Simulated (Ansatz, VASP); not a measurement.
Tl in VASP and in Ansatz

```
Tl
1.0
     0.00000    3.24923    3.24923
     3.24923    0.00000    3.24923
     3.24923    3.24923    0.00000
Tl
2
Direct
  0.50000 0.50000 0.50000
  0.75000 0.75000 0.75000
```

Alike in both runs: task single point; functional r2SCAN; k mesh 6 × 6 × 6; occupations gaussian, width 0.1 eV; no spin polarisation.

|  | VASP | Ansatz |
| --- | --- | --- |
| version | VASP 6.6.1 | Ansatz 0.2.0 |
| potentials or method | VASP PAW PBE potentials, release 64 (Tl_d), cutoff 520 eV | scalar-relativistic, plane waves, PAW |
| valence electrons in the cell | 26 | 26 |

|  | VASP | Ansatz | Ansatz less VASP |
| --- | --- | --- | --- |
| gap on the k mesh at the Fermi level (eV) | none | none | - |
| pressure (GPa) | 6.2 | 6.1 | -0.02 |

VASP's potentials were made for PBE, not for r2SCAN. A gap of «none» marks a metal or a gap that the smearing closes. The functional is the same, so the differences come from potentials, cutoffs and numerics.

Neither program's run includes spin-orbit coupling.
